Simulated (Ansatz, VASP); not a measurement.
TiAl3 in VASP and in Ansatz

```xyz
4
Lattice="-1.9076 1.9076 4.2766 1.9076 -1.9076 4.2766 1.9076 1.9076 -4.2766" Properties=species:S:1:pos:R:3 pbc="T T T"
Ti    0.0000    0.0000    0.0507
Al    0.0000    0.0000    4.1853
Al    0.0000    1.9076    2.1389
Al    1.9076    0.0000    2.1389
```

Change from the starting cell: mode 4 frozen in at -0.091 Å and mode 5 at +0.000 Å (largest displacements).

Alike in both runs: task single point; functional PBEsol; k mesh 14 × 14 × 14; occupations gaussian, width 0.15 eV; no spin polarisation.

```csv
,VASP,Ansatz
version,VASP 6.6.1,Ansatz 0.2.0
potentials or method,"VASP PAW PBE potentials, release 64 (Ti_sv, Al), cutoff 520 eV","scalar-relativistic, plane waves, PAW"
valence electrons in the cell,21,21
```

Ansatz gave:

```
gap on the k mesh at the Fermi level (eV)                     : none
pressure (GPa)                                                : 0.2
traceless stress, the component that is largest in VASP (GPa) : -0.05
rms of the force components (eV/Å)                            : 0.153
```

Question: Which values does VASP return?

Answer: gap on the k mesh at the Fermi level (eV): none; pressure (GPa): 0.3; traceless stress, the component that is largest in VASP (GPa): -0.06; rms of the force components (eV/Å): 0.154.

VASP's potentials were made for PBE, not for PBEsol, and Ansatz warns of the same on its side. Atom by atom the forces differ by 0.001 eV/Å (rms over components). A gap of «none» marks a metal or a gap that the smearing closes.
